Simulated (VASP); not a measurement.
A run of VASP 6.6.1 is set up as follows.

INCAR

```
  ALGO = Normal
  EDIFF = 1E-7
  ENCUT = 520
  GGA = RE
  ISIF = 2
  ISMEAR = -1
  LASPH = True
  LCHARG = False
  LREAL = False
  LWAVE = False
  NBANDS = 14
  NELM = 60
  PREC = Accurate
  SIGMA = 0.1
```

The input KPOINTS:

```
k-points
0
Gamma
  16 16 16
```

POSCAR

```
Rh
1.0
   -1.5225891743      1.5225891743      1.5225891743
    1.5225891743     -1.5225891743      1.5225891743
    1.5225891743      1.5225891743     -1.5225891743
Rh
1
Direct
    0.0000000000      0.0000000000      0.0000000000
```

Potentials or basis: VASP PAW PBE potentials, release 64 (Rh_pv).

The run is started by

```bash
$ cat potpaw_PBE.64/Rh_pv/POTCAR > POTCAR
$ mpirun -np 1 vasp_std > vasp.out
```

Q: Estimate the pressure.

A: 10.0 GPa.

Caveat: the PAW data sets were made with another functional, which shifts forces and pressure a little.
